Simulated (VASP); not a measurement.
The system is CoH3.

```
Co H
1.0
    -2.59655    0.01530   -0.03206
    -0.03206    0.02229   -2.61902
     0.03059   -5.11587    0.04458
Co H
2 6
Direct
  0.02012 0.04061 0.99099
  0.03683 0.97420 0.51067
  0.99965 0.49256 0.74881
  0.99491 0.49599 0.27091
  0.48215 0.49839 0.49332
  0.48300 0.51126 0.98556
  0.48033 0.98414 0.73803
  0.50300 0.00285 0.26171
```

| Property | Result |
| --- | --- |
| Program | VASP 6.6.1 |
| Task | relaxation of cell and atoms |
| Functional | PBE |
| Potentials or basis | VASP PAW PBE potentials, release 64 (Co, H) |
| Cutoff | 600 eV |
| k mesh | 8 × 8 × 4 |
| Occupations | gaussian, width 0.2 eV |
| Spin | no spin polarisation |

At the start: pressure 8.7 GPa; volume 4.35 Å³/atom.

Q: Where does the relaxation end?

A: Over 18 steps the energy falls by 25.1 meV/atom and the volume is 4.59 Å³/atom (+5.5 %); space group P1 (No. 1, to 0.1 Å) before, Cm (No. 8, to 0.1 Å).

Step by step:
```tsv
step	energy change (eV)	largest force (eV/Å)	pressure (GPa)	volume (Å³)
1	0.0000	1.5901	8.71	34.78
2	-0.1259	0.4550	0.01	35.98
3	-0.1265	0.3650	0.50	35.90
4	-0.1477	0.2331	-0.63	36.08
5	-0.1672	0.2605	-2.77	36.46
6	-0.1806	0.1196	-0.12	36.02
7	-0.1817	0.0938	0.92	35.85
8	-0.1855	0.0871	0.61	35.94
9	-0.1888	0.0800	0.05	36.12
10	-0.1924	0.0773	0.08	36.21
11	-0.1943	0.1626	0.22	36.33
12	-0.1966	0.0698	0.22	36.43
13	-0.1969	0.1126	0.24	36.48
14	-0.1986	0.0765	0.05	36.58
15	-0.1996	0.0395	-0.21	36.75
16	-0.2002	0.0341	0.01	36.71
17	-0.2007	0.0386	0.36	36.65
18	-0.2010	0.0208	0.03	36.70
```

Final structure:
```
CELL_PARAMETERS angstrom
-2.66819 0.02995 -0.02524
-0.02511 0.02103 -2.62049
0.05946 -5.25041 0.04190
ATOMIC_POSITIONS crystal
Co 0.05452 0.02626 0.98651
Co 0.05622 0.02125 0.48617
H 0.00390 0.48163 0.76257
H 0.00489 0.48099 0.26019
H 0.46661 0.50191 0.49945
H 0.47571 0.48559 0.99904
H 0.46781 0.00067 0.75182
H 0.47034 0.00170 0.25426
```

Caveat: the run has no spin polarisation, though such a crystal can be magnetic.
